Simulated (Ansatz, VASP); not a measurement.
SiNi in VASP and in Ansatz

Contents of INCAR:

```
SYSTEM = SiNi
ALGO = Fast
EDIFF = 1E-7
ENCUT = 520
GGA = PE
ISIF = 2
ISMEAR = 0
LASPH = .True.
LCHARG = .False.
LREAL = .False.
LWAVE = .False.
NBANDS = 38
NELM = 60
PREC = Accurate
SIGMA = 0.15
```

The input KPOINTS:

```
k-points
0
Gamma
  8 12 8
  0 0 0
```

The input POSCAR:

```
SiNi
1.0
    5.1296299355     -0.1522395534     -0.0776876493
   -0.0997040114      3.3779871953     -0.0034264381
   -0.0847060630     -0.0057045354      5.5391608272
Si Ni
4 4
Direct
    0.3965321784      0.7133753459      0.1159356109
    0.1779864751      0.2925856598      0.5725980898
    0.8054884207      0.6860430081      0.4357917950
    0.6799752873      0.2138565402      0.9801859613
   -0.0140526013      0.3506817496      0.1945507580
    0.4084075351      0.7537699880      0.7072905194
    0.5621855008      0.3104979952      0.2629903858
    0.9834772039      0.6791897133      0.7306568797
```

Input for Ansatz:

```yaml
crystal:
  lattice:
    - [5.1296299355, -0.1522395534, -0.0776876493]
    - [-0.0997040114, 3.3779871953, -0.0034264381]
    - [-0.084706063, -0.0057045354, 5.5391608272]
  atoms:
    - { symbol: Si, position: [0.3965321784, 0.7133753459, 0.1159356109] }
    - { symbol: Si, position: [0.1779864751, 0.2925856598, 0.5725980898] }
    - { symbol: Si, position: [0.8054884207, 0.6860430081, 0.435791795] }
    - { symbol: Si, position: [0.6799752873, 0.2138565402, 0.9801859613] }
    - { symbol: Ni, position: [-0.0140526013, 0.3506817496, 0.194550758] }
    - { symbol: Ni, position: [0.4084075351, 0.753769988, 0.7072905194] }
    - { symbol: Ni, position: [0.5621855008, 0.3104979952, 0.2629903858] }
    - { symbol: Ni, position: [0.9834772039, 0.6791897133, 0.7306568797] }
basis:
  ecutwfc: 420
kpoints:
  mp_grid: { grid: [8, 12, 8] }
hamiltonian:
  xc: pbe
scf:
  occupations: { method: gaussian, width: 0.15 }
output:
  forces: true
  stress: true
  eigenvalues: true
  write_density: true
  write_potential: true
  elf: true
  volumetric_format: npy
```

Change from the starting cell: all atoms moved at random (sigma 0.22 Å a component), cell strained at random (sigma 0.05).

Alike in both runs: task single point; functional PBE; k mesh 8 × 12 × 8; occupations gaussian, width 0.15 eV; no spin polarisation.

|  | VASP | Ansatz |
| --- | --- | --- |
| version | VASP 6.6.1 | Ansatz 0.2.0 |
| potentials or method | VASP PAW PBE potentials, release 64 (Si, Ni), cutoff 520 eV | scalar-relativistic, plane waves, PAW |
| valence electrons in the cell | 56 | 88 |

VASP gave:

| Quantity | Value |
| --- | --- |
| gap on the k mesh at the Fermi level (eV) | none |
| pressure (GPa) | 57.5 |
| traceless stress, the component that is largest in VASP (GPa) | 17.26 |
| rms of the force components (eV/Å) | 6.139 |

Q: Estimate Ansatz's values.

A: gap on the k mesh at the Fermi level (eV): none; pressure (GPa): 57.0; traceless stress, the component that is largest in VASP (GPa): 17.05; rms of the force components (eV/Å): 6.078.

Atom by atom the forces differ by 0.070 eV/Å (rms over components). A gap of «none» marks a metal or a gap that the smearing closes. Both programs put the cell under a high pressure, so it lies far from rest at this level. VASP's potentials hold 56 valence electrons a cell and Ansatz's 88, so a difference there can come from the potentials and not from the codes.
